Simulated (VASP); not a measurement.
# Li (P6/mmm) in VASP: notebook

Runs on Li. Level: revPBE. Tasks: single point.

Everything below comes from runs of VASP 6.6.1. Logs are shortened: lines on timing, memory, paths and dates and some standing lists are left out, and cuts for length are marked.

## 1. The cell of the first run

It takes space group P6/mmm (No. 191, hexagonal). Conventional cell: a = 5.000 Å, b = 5.000 Å, c = 2.934 Å, α = 90.00°, β = 90.00°, γ = 120.00°. Li (site symmetry 6/mmm) has 14 Li at 2.93 to 3.24 Å within 3.9 Å. Li (site symmetry -6m2) has 11 Li at 2.89 to 3.24 Å within 3.8 Å.

This isn't the form of Li at room conditions, which is bcc.

## 2. Single point, revPBE

Contents of INCAR:

```
PREC = Accurate
ENCUT = 520
EDIFF = 1E-7
ISMEAR = -1
SIGMA = 0.1
LREAL = F
LASPH = T
NELM = 100
ALGO = Normal
ISIF = 2
LWAVE = F
LCHARG = F
GGA = RE
NBANDS = 12
```

Contents of KPOINTS:

```
regular mesh
0
Gamma
  7 7 10
```

Contents of POSCAR:

```
Li
1.0
    5.0003287299      0.0000000000      0.0000000000
   -2.5001643649      4.3304117074      0.0000000000
    0.0000000000      0.0000000000      2.9336315798
Li
3
Direct
    0.0000000000      0.0000000000      1.0000000000
    0.3333333333      0.6666666667      0.5000000000
    0.6666666667      0.3333333333      0.5000000000
```

Potentials or basis: VASP PAW PBE potentials, release 64 (Li_sv).

Launch:

```bash
$ cat potpaw_PBE.64/Li_sv/POTCAR > POTCAR
$ mpirun -np 1 vasp_std > vasp.out
```

OUTCAR:

```text
PREC = Accurate
   ENCUT = 520
   EDIFF = 1E-7
   ISMEAR = -1
   LREAL = F
   LASPH = T
   NELM = 100
   ISIF = 2
   GGA = RE

 ion  position               nearest neighbor table
   1  0.000  0.000  0.000-
   2  0.333  0.667  0.500-
   3  0.667  0.333  0.500-

  LATTYP: Found a hexagonal cell.
 ALAT       =     5.0003287299
 C/A-ratio  =     0.5866877436

  Lattice vectors:

 A1 = (   5.0003287299,   0.0000000000,   0.0000000000)
 A2 = (  -2.5001643649,   4.3304117074,   0.0000000000)
 A3 = (   0.0000000000,   0.0000000000,   2.9336315798)

Analysis of symmetry for initial positions (statically):
=====================================================================
 Subroutine PRICEL returns:
 Original cell was already a primitive cell.

 Routine SETGRP: Setting up the symmetry group for a
 hexagonal supercell.

 Subroutine GETGRP returns: Found 24 space group operations
 (whereof 24 operations were pure point group operations)
 out of a pool of 24 trial point group operations.

The static configuration has the point symmetry D_6h.

Analysis of symmetry for dynamics (positions and initial velocities):
=====================================================================
 Subroutine PRICEL returns:
 Original cell was already a primitive cell.

 Routine SETGRP: Setting up the symmetry group for a
 hexagonal supercell.

 Subroutine GETGRP returns: Found 24 space group operations
 (whereof 24 operations were pure point group operations)
 out of a pool of 24 trial point group operations.

The dynamic configuration has the point symmetry D_6h.

 Subroutine INISYM returns: Found 24 space group operations
 (whereof 24 operations are pure point group operations),
 and found     1 'primitive' translations

----------------------------------------------------------------------------------------

                                     Primitive cell

  volume of cell :      63.5233

  direct lattice vectors                    reciprocal lattice vectors
     5.000328730  0.000000000  0.000000000     0.199986852  0.115462463  0.000000000
    -2.500164365  4.330411707  0.000000000     0.000000000  0.230924925  0.000000000
     0.000000000  0.000000000  2.933631580     0.000000000  0.000000000  0.340874433

  length of vectors
     5.000328730  5.000328730  2.933631580     0.230924925  0.230924925  0.340874433

  position of ions in fractional coordinates (direct lattice)
     0.000000000  0.000000000  0.000000000
     0.333333333  0.666666667  0.500000000
     0.666666667  0.333333333  0.500000000
[... 89 lines left out ...]
   NELECT =       9.0000    total number of electrons
   NUPDOWN=      -1.0000    fix difference up-down
   EMIN   =  10.00;   EMAX   =-10.00  energy-range for DOS
   EFERMI =   0.00;   METHOD = LEGACY
   ISMEAR =    -1;   SIGMA  =   0.10  broadening in eV -4-tet -1-fermi 0-gaus
   EFERMI_NEDOS =   21; number of points for ismear=-14 and -15
   IALGO  =     38    algorithm
   IMIX   =      4    mixing-type and parameters
     AMIX     =   0.40;   BMIX     =  1.00
     AMIX_MAG =   1.60;   BMIX_MAG =  1.00
  volume/ion in A,a.u.               =      21.17       142.89
  Fermi-wavevector in a.u.,A,eV,Ry     =   0.853450  1.612786  9.910161  0.728376
  Thomas-Fermi vector in A             =   1.969894
   LORBIT       =      0    0 simple, 1 ext, 2 COOP (PROOUT), +10 PAW based schemes
   GGA     = RE    functional components
   LHFCALC =     F    Hartree Fock is set to
   AEXX    =    0.0000 exact exchange contribution
   IVDW    =     0    specifies the selected vdW correction
   LEPSILON=     F    determine dielectric tensor
   LRPA    =     F    only Hartree local field effects (RPA)
 non-spin polarized calculation
  energy-cutoff  :      520.00
  volume of cell :       63.52
 maximum number of plane-waves:      1729
 NGX is ok and might be reduce to    40
   NGX = 19   NGY = 19   NGZ = 11

 number of electron       8.9999995 magnetization

 Free energy of the ion-electron system (eV)
  ---------------------------------------------------
  ext. energy  EPLUGINS =         0.00000000
  ---------------------------------------------------
  free energy    TOTEN  =        -5.41268068 eV

  energy without entropy =       -5.36471558  energy(sigma->0) =       -5.38869813

 E-fermi :   0.6055     XC(G=0):  -6.8591

 val. band max:        0.5675535183   @ k =   0.2857   0.2857   0.3000
 cond. band min:       0.6118167750   @ k =   0.2857   0.2857   0.4000
 fundamental gap:      0.0442632567
 Fermi energy:         0.6055217780

 k-point     1 :       0.0000    0.0000    0.0000
  band No.  band energies     occupation
      1     -46.2399      2.00000
      2     -46.2229      2.00000
      3     -46.1214      2.00000
      4      -2.9423      2.00000
      5       2.6512      0.00000
      6       2.6512      0.00000
      7       2.7062      0.00000
      8       2.7062      0.00000
      9       6.2099      0.00000
     10       6.3696      0.00000
     11      10.5210      0.00000
     12      14.6871      0.00000
[... 331 lines left out ...]
 k-point    24 :       0.2857    0.2857    0.2000
  band No.  band energies     occupation
      1     -46.2297      2.00000
      2     -46.2266      2.00000
      3     -46.1186      2.00000
      4      -0.9160      2.00000
      5      -0.0840      1.99798
      6      -0.0348      1.99669
      7       5.9609      0.00000
      8       6.0672      0.00000
      9       7.6496      0.00000
     10       8.8621      0.00000
     11       9.1401      0.00000
     12       9.5421      0.00000

 [... further k-points ...]

------------------------ aborting loop because EDIFF is reached ----------------------------------------

  FORCE on cell =-STRESS in cart. coord.  units (eV):
  Direction    XX          YY          ZZ          XY          YZ          ZX
  --------------------------------------------------------------------------------------
  -------------------------------------------------------------------------------------
  Total       -0.0298001     -0.0298001     -0.0379658     -0.0000000     -0.0000000     -0.0000000
  in kB       -0.7516130     -0.7516130     -0.9575678     -0.0000000     -0.0000000     -0.0000000
  external PRESSURE =      -0.8202646 kB  Pullay stress =       0.0000000 kB

 VOLUME and BASIS-vectors are now :
 -----------------------------------------------------------------------------
  energy-cutoff  :      520.00
  volume of cell :       63.52
      direct lattice vectors                 reciprocal lattice vectors
     5.000328730  0.000000000  0.000000000     0.199986852  0.115462463  0.000000000
    -2.500164365  4.330411707  0.000000000     0.000000000  0.230924925  0.000000000
     0.000000000  0.000000000  2.933631580     0.000000000  0.000000000  0.340874433

 POSITION                                       TOTAL-FORCE (eV/Angst)
 -----------------------------------------------------------------------------------
      0.00000      0.00000      0.00000         0.000000      0.000000      0.000000
     -0.00000      2.88694      1.46682        -0.000000      0.000000      0.000000
      2.50016      1.44347      1.46682         0.000000      0.000000      0.000000
 -----------------------------------------------------------------------------------
    total drift:                               -0.000000      0.000000      0.000000

  FREE ENERGIE OF THE ION-ELECTRON SYSTEM (eV)
  ---------------------------------------------------
  free  energy   TOTEN  =        -5.4126806789 eV

  energy  without entropy=       -5.3647155824  energy(sigma->0) =       -5.38869813
```

OSZICAR:

```text
N       E                     dE             d eps       ncg     rms          rms(c)
DAV:   1     0.262524472930E+02    0.26252E+02   -0.34973E+03  1152   0.652E+02
DAV:   2     0.531082297235E+00   -0.25721E+02   -0.25043E+02  1360   0.150E+02
DAV:   3    -0.533147924491E+01   -0.58626E+01   -0.58152E+01  2224   0.386E+01
DAV:   4    -0.541521859671E+01   -0.83739E-01   -0.83670E-01  1440   0.756E+00
DAV:   5    -0.541732464429E+01   -0.21060E-02   -0.21059E-02  1800   0.938E-01    0.382E-01
DAV:   6    -0.541419805070E+01    0.31266E-02   -0.70384E-04  1804   0.166E-01    0.229E-01
DAV:   7    -0.541269210331E+01    0.15059E-02   -0.15388E-03  2048   0.231E-01    0.401E-02
DAV:   8    -0.541268242758E+01    0.96757E-05   -0.25916E-05  1476   0.389E-02    0.386E-03
DAV:   9    -0.541268181464E+01    0.61294E-06   -0.17761E-06  1904   0.698E-03    0.108E-03
DAV:  10    -0.541268066478E+01    0.11499E-05   -0.29611E-08  1132   0.148E-03    0.720E-04
DAV:  11    -0.541268067889E+01   -0.14108E-07   -0.90429E-09   952   0.676E-04
   1 F= -.54126807E+01 E0= -.53886981E+01  d E =-.479651E-01
```

It took 25 s on 1 thread of Intel Xeon Platinum 8488C (Sapphire Rapids), shared host; peak memory 0.18 GiB.

What came out:

```
Free energy            : -5.4127 eV
Band gap on the k mesh : zero (an odd number of electrons rules out a gap without spin polarisation)
```

Levels at points of the mesh, in eV from the Fermi level:
```csv
k point,band 1,band 2,band 3,band 4,band 5,band 6,band 7,band 8
"(0.00, 0.00, 0.00)",-46.85,-46.83,-46.73,-3.55,2.05,2.05,2.10,2.10
"(0.00, 0.00, 0.50)",-46.84,-46.82,-46.72,-0.53,0.07,5.31,5.34,5.34
```

Caveat: the cutoff is under 1.25 times the usual one of these potentials, so pressure, stress and relaxed cells hold a basis-set (Pulay) error; the PAW data sets were made with another functional, which shifts forces and pressure a little.

(Continued in part 2 of 2.)

The gap in the log of VASP goes by the Fermi energy; the results here count the filled bands.